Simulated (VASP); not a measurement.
# CoO: single point with PBE

CoO:

```
Co O
1.0
     3.19765    0.00000    0.00000
    -1.59882    2.76924    0.00000
     0.00000    0.00000    5.22871
Co O
2 2
Cartesian
  0.0000 1.8462 2.6319
  0.0000 0.0000 0.0182
  0.0000 1.8462 4.5571
  0.0000 0.0000 1.9430
```

| Quantity | Value |
| --- | --- |
| Program | VASP 6.6.1 |
| Task | single point |
| Functional | PBE |
| Potentials or basis | VASP PAW PBE potentials, release 64 (Co, O) |
| Cutoff | 520 eV |
| k mesh | 8 × 8 × 5 |
| Occupations | fermi-dirac, width 0.05 eV |
| Spin | collinear spin, ferromagnetic start |
| Starting moments | [1.0, 1.0, 0.0, 0.0] μB |
| Fixed moment | 2 μB |
| Dipole correction | no |
| Further INCAR settings | ALGO = Normal; EDIFF = 1e-06; NBANDS = 27 |

```yaml
Pressure: -12.8 GPa
Largest_force: 0.105 eV/Å
Net_moment: 2.00 μB per cell
Site_moments: Co +0.93; O +0.05 μB
Valence_electrons_inside_the_program's_atomic_spheres: Co 8.03; O 4.94
```

Forces on the atoms (eV/Å):
```
Co   0.000  0.000 -0.101
Co   0.000  0.000 -0.105
O    0.000  0.000  0.103
O    0.000  0.000  0.103
```

Stress tensor (GPa, compression positive):
```
-15.50   0.00   0.00
  0.00 -15.50   0.00
  0.00   0.00  -7.32
```

Wall time 100 s on 1 thread of Intel(R) Xeon(R) Platinum 8259CL CPU @ 2.50GHz (Skylake/Cascade Lake), on a shared host, peak memory 0.22 GiB.

Caveat: the total moment is fixed, so each spin has its own Fermi level.
